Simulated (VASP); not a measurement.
# Si16Au (a cell with a defect) in VASP: a series of runs, part 2 of 2

VASP 6.6.1. Earlier steps stand in the parts before.

**3. Single point, LDA, collinear spin, zero start**

INCAR reads:

```
SYSTEM = Si16Au
  PREC = Accurate
  ENCUT = 520
  EDIFF = 1E-6
  ISMEAR = 0
  SIGMA = 0.05
  LREAL = Auto
  LASPH = .TRUE.
  NELM = 150
  ALGO = Normal
  ISIF = 2
  LWAVE = .FALSE.
  LCHARG = .FALSE.
  ISPIN = 2
  MAGMOM = 0 0 0 0 0 0 0 0 0 0 0 0 0 0 0 0 0
  LORBIT = 11
  LMAXMIX = 4
  GGA = CA
  NBANDS = 56
```

KPOINTS reads:

```
regular mesh
0
G
  2 2 2
  0 0 0
```

POSCAR reads:

```
Si16Au
1.0
    0.0000000000      5.4300000000      5.4300000000
    5.4300000000      0.0000000000      5.4300000000
    5.4300000000      5.4300000000      0.0000000000
Si Au
16 1
Direct
   -0.0016017495      0.0131824125     -0.0104912523
    0.1125268877      0.1516898711      0.1075823204
   -0.0240758748      0.0081961326      0.5167031308
    0.1230274401      0.1298357274      0.6178777164
    0.0033957643      0.5088933702      0.0364406998
    0.1380735727      0.6394402394      0.1426199816
   -0.0016257827      0.5005587477      0.5199981584
    0.1054383978      0.6128214549      0.6726503683
    0.5055199816      0.0061774401     -0.0265562615
    0.6276019337      0.1262761510      0.1023023020
    0.4953622468     -0.0044294659      0.4761887661
    0.6132374770      0.1168131676      0.6070170350
    0.5115905157      0.4972030387     -0.0092768877
    0.6457974217      0.6128944751      0.1118821363
    0.5001320442      0.4798447514      0.5193215470
    0.6275483425      0.6231424494      0.6187829650
    0.2887179558      0.7950660221      0.3046634438
```

Potentials or basis: VASP PAW LDA potentials, release 64 (Si, Au).

Launch:

```console
> cat potpaw_LDA.64/Si/POTCAR potpaw_LDA.64/Au/POTCAR > POTCAR
> mpirun -np 1 vasp_std > vasp.out
```

OUTCAR:

```text
SYSTEM = Si16Au
   PREC = Accurate
   ENCUT = 520
   EDIFF = 1E-6
   ISMEAR = 0
   LREAL = Auto
   LASPH = .TRUE.
   NELM = 150
   ISIF = 2
   ISPIN = 2
   LORBIT = 11
   GGA = CA

 ion  position               nearest neighbor table
   1  0.998  0.013  0.990-   2 2.33  10 2.33   4 2.33   6 2.36  17 3.35
   2  0.113  0.152  0.108-   5 2.28   1 2.33  17 2.41   9 2.47   3 2.57
   3  0.976  0.008  0.517-  12 2.29   4 2.33  17 2.43   8 2.49   2 2.57
   4  0.123  0.130  0.618-   3 2.33   1 2.33   7 2.33  11 2.34
   5  0.003  0.509  0.036-   2 2.28  14 2.28   8 2.29   6 2.33
   6  0.138  0.639  0.143-   5 2.33  13 2.36   1 2.36   7 2.37  17 2.94
   7  0.998  0.501  0.520-   4 2.33  16 2.33   8 2.34   6 2.37  17 3.23
   8  0.105  0.613  0.673-   5 2.29   7 2.34  17 2.44  15 2.48   3 2.49
   9  0.506  0.006  0.973-  12 2.30  10 2.33   2 2.47  14 2.47  17 2.49
  10  0.628  0.126  0.102-   9 2.33   1 2.33  13 2.33  11 2.35
  11  0.495  0.996  0.476-  12 2.32   4 2.34  16 2.34  10 2.35
  12  0.613  0.117  0.607-   3 2.29  15 2.29   9 2.30  11 2.32
  13  0.512  0.497  0.991-  14 2.33  10 2.33  16 2.33   6 2.36
  14  0.646  0.613  0.112-   5 2.28  13 2.33  17 2.42   9 2.47  15 2.56
  15  0.500  0.480  0.519-  12 2.29  16 2.33  17 2.44   8 2.48  14 2.56
  16  0.628  0.623  0.619-  15 2.33  13 2.33   7 2.33  11 2.34
  17  0.289  0.795  0.305-   2 2.41  14 2.42   3 2.43   8 2.44  15 2.44   9 2.49   6 2.94   7 3.23
                             1 3.35

[... 1073 lines left out ...]
     0.000000000  5.430000000  5.430000000    -0.092081031  0.092081031  0.092081031
     5.430000000  0.000000000  5.430000000     0.092081031 -0.092081031  0.092081031
     5.430000000  5.430000000  0.000000000     0.092081031  0.092081031 -0.092081031

 POSITION                                       TOTAL-FORCE (eV/Angst)
 -----------------------------------------------------------------------------------
      5.44461     10.79434      5.49288         0.020403     -0.000926     -0.019538
      1.40785      1.19519      1.43470         0.048899     -0.039879      0.018071
      2.85020      8.10497      5.34377         0.023466     -0.053591     -0.024555
      4.06008      4.02311      1.37305         0.023554     -0.036868     -0.039642
      2.96116      0.21631      2.78173        -0.023571     -0.022442      0.108034
      4.24659      1.52417      4.22190         0.037994      0.040864     -0.004846
[... 9 lines left out ...]
      6.74366      6.76758      6.79125        -0.030008      0.018323     -0.047516
      5.97153      3.22206      5.88495         0.079309      0.138452      0.160498
 -----------------------------------------------------------------------------------
    total drift:                                0.002635      0.007804     -0.000537

  FREE ENERGIE OF THE ION-ELECTRON SYSTEM (eV)
  ---------------------------------------------------
  free  energy   TOTEN  =       -96.2693248933 eV

  energy  without entropy=      -96.2651855488  energy(sigma->0) =      -96.26725522

 total charge

# of ion       s       p       d       tot
------------------------------------------
    1        0.754   0.960   0.000   1.713
    2        0.750   0.947   0.000   1.697
    3        0.749   0.943   0.000   1.692
    4        0.750   0.967   0.000   1.717
    5        0.767   0.959   0.000   1.726
    6        0.753   0.947   0.000   1.699
[... 9 lines left out ...]
   16        0.750   0.966   0.000   1.716
   17        0.759   0.590   8.726  10.075
--------------------------------------------------
tot         12.788  15.860   8.726  37.375

 magnetization (x)

# of ion       s       p       d       tot
------------------------------------------
    1        0.000  -0.000   0.000   0.000
    2       -0.000  -0.000   0.000  -0.000
    3        0.000   0.000   0.000   0.000
    4        0.000   0.000   0.000   0.000
    5        0.000   0.000   0.000   0.000
    6        0.000   0.000   0.000   0.000
[... 9 lines left out ...]
   16        0.000   0.000   0.000   0.000
   17       -0.000   0.000  -0.000  -0.000
--------------------------------------------------
tot         -0.000   0.000  -0.000   0.000
```

stdout:

```text
POSCAR found type information on POSCAR SiAu
 POSCAR found :  2 types and      17 ions
 scaLAPACK will be used
 LDA part: xc-table for (Slater(with rela. corr.)+CA(PZ))
 , standard interpolation
 POSCAR, INCAR and KPOINTS ok, starting setup
 FFT: planning ... GRIDC
 FFT: planning ... GRID_SOFT
 FFT: planning ... GRID
 WAVECAR not read
 entering main loop
```

Run time: 5.9 min. Hardware: 1 thread of Intel Xeon 6975P-C (Granite Rapids), shared host; peak memory 0.49 GiB.

What came out:

- Free energy: -96.2693 eV
- Pressure: 2.9 GPa
- Largest force: 0.226 eV/Å
- Net moment: 0.00 μB per cell
- Valence electrons inside the program's atomic spheres: Si 1.71, 1.70, 1.69, 1.72, 1.73 (each value once); Au 10.07

Forces in eV/Å, atoms in the order of the input:
```
Si   0.020 -0.001 -0.020
Si   0.049 -0.040  0.018
Si   0.023 -0.054 -0.025
Si   0.024 -0.037 -0.040
Si  -0.024 -0.022  0.108
Si   0.038  0.041 -0.005
Si   0.006 -0.007 -0.003
Si  -0.044 -0.029  0.003
Si  -0.016 -0.029  0.016
Si   0.018 -0.006 -0.033
Si  -0.016 -0.017 -0.090
Si  -0.037 -0.045 -0.057
Si   0.015  0.010  0.002
Si  -0.056  0.054  0.022
Si  -0.050  0.024 -0.011
Si  -0.030  0.018 -0.048
Au   0.079  0.138  0.160
```

Stress tensor (GPa, compression positive):
```
 2.71 -0.55 -0.32
-0.55  2.73 -0.34
-0.32 -0.34  3.17
```

Levels at points of the mesh, in eV from the Fermi level:
Spin up:
```tsv
k point	band 35	band 36	band 37	band 38	band 39	band 40
(0.00, 0.00, 0.00)	-1.25	-0.65	-0.45	-0.34	-0.23	-0.04
(0.50, 0.00, 0.00)	-1.34	-1.24	-0.84	0.14	0.50	0.68
(0.00, 0.50, 0.00)	-1.34	-1.24	-0.85	0.15	0.51	0.67
(0.00, 0.00, 0.50)	-1.34	-1.33	-0.95	0.07	0.57	0.68
(0.50, 0.50, 0.50)	-1.37	-0.86	-0.54	-0.10	0.34	0.96
(0.50, 0.50, 0.00)	-1.82	-1.79	-1.33	0.17	0.49	1.30
(0.00, 0.50, 0.50)	-1.87	-1.85	-1.20	0.15	0.47	1.33
(0.50, 0.00, 0.50)	-1.87	-1.84	-1.21	0.16	0.47	1.33
```
Spin down:
```
           k point  band 33  band 34  band 35  band 36  band 37  band 38  band 39  band 40  band 41  band 42
(0.00, 0.00, 0.00)    -1.53    -1.43    -1.25    -0.65    -0.45    -0.34    -0.23    -0.04     0.04     0.54
(0.50, 0.00, 0.00)    -2.36    -1.51    -1.34    -1.24    -0.84     0.14     0.50     0.68     0.69     0.89
(0.00, 0.50, 0.00)    -2.36    -1.49    -1.34    -1.24    -0.85     0.15     0.51     0.67     0.70     0.88
(0.00, 0.00, 0.50)    -2.32    -1.43    -1.34    -1.33    -0.95     0.07     0.57     0.68     0.68     0.87
(0.50, 0.50, 0.50)    -2.60    -1.38    -1.37    -0.86    -0.54    -0.10     0.34     0.96     0.99     1.04
(0.50, 0.50, 0.00)    -2.15    -1.94    -1.82    -1.79    -1.33     0.17     0.49     1.30     1.49     1.74
(0.00, 0.50, 0.50)    -2.17    -1.89    -1.87    -1.85    -1.20     0.15     0.47     1.33     1.48     1.70
(0.50, 0.00, 0.50)    -2.16    -1.89    -1.87    -1.84    -1.21     0.16     0.47     1.33     1.48     1.70
```

Caveat: the k points lie up to 0.50 Å⁻¹ apart; no moment was typed at the start, so none could form; spin-orbit coupling is left out, which moves the levels of the heavy elements.
